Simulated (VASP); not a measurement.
Wanted: the native input for a VASP 6.6.1 run.

```
Task                   : single point
Functional             : PBE
Potentials or basis    : VASP PAW PBE potentials, release 64 (Mo_sv, Zn)
Cutoff                 : 520 eV
k mesh                 : 7 × 7 × 7
Occupations            : fermi-dirac, width 0.05 eV
Spin                   : no spin polarisation
Dipole correction      : no
Further INCAR settings : ALGO = Normal; EDIFF = 1e-06; NBANDS = 35
```

The structure of ZnMo3 lies in POSCAR:

```
ZnMo3
1.0
    4.0204903792      0.0000000000      0.0000000000
    0.0000000000      4.0204903792      0.0000000000
    0.0000000000      0.0000000000      4.0204903792
Mo Zn
3 1
Direct
    0.5000000000      0.5000000000      0.0000000000
    0.5000000000      0.0000000000      0.5000000000
    0.0000000000      0.5000000000      0.5000000000
    0.0000000000      0.0000000000      0.0000000000
```

These files were run (other wordings do the same):

INCAR

```
  PREC = Accurate
  ENCUT = 520
  EDIFF = 1E-6
  ISMEAR = -1
  SIGMA = 0.05
  LREAL = False
  LASPH = True
  NELM = 100
  ALGO = Normal
  ISIF = 2
  LWAVE = False
  LCHARG = True
  GGA = PE
  LELF = True
  LVHAR = True
  NBANDS = 35
```

KPOINTS

```
Automatic mesh
0
Gamma
  7 7 7
```

Potentials or basis: VASP PAW PBE potentials, release 64 (Mo_sv, Zn).

Launch:

```console
$ cat potpaw_PBE.64/Mo_sv/POTCAR potpaw_PBE.64/Zn/POTCAR > POTCAR
$ mpirun -np 1 vasp_std > vasp.out
```

Results of the run:

- Pressure: -11.6 GPa
- Band gap on the k mesh: zero (band 27 reaches 10.29 eV, above the bottom of band 28 at 8.88 eV)

Wall time 33 s on 1 thread of Intel(R) Xeon(R) Platinum 8559C (Emerald Rapids), with other jobs on the host, peak memory 0.18 GiB.
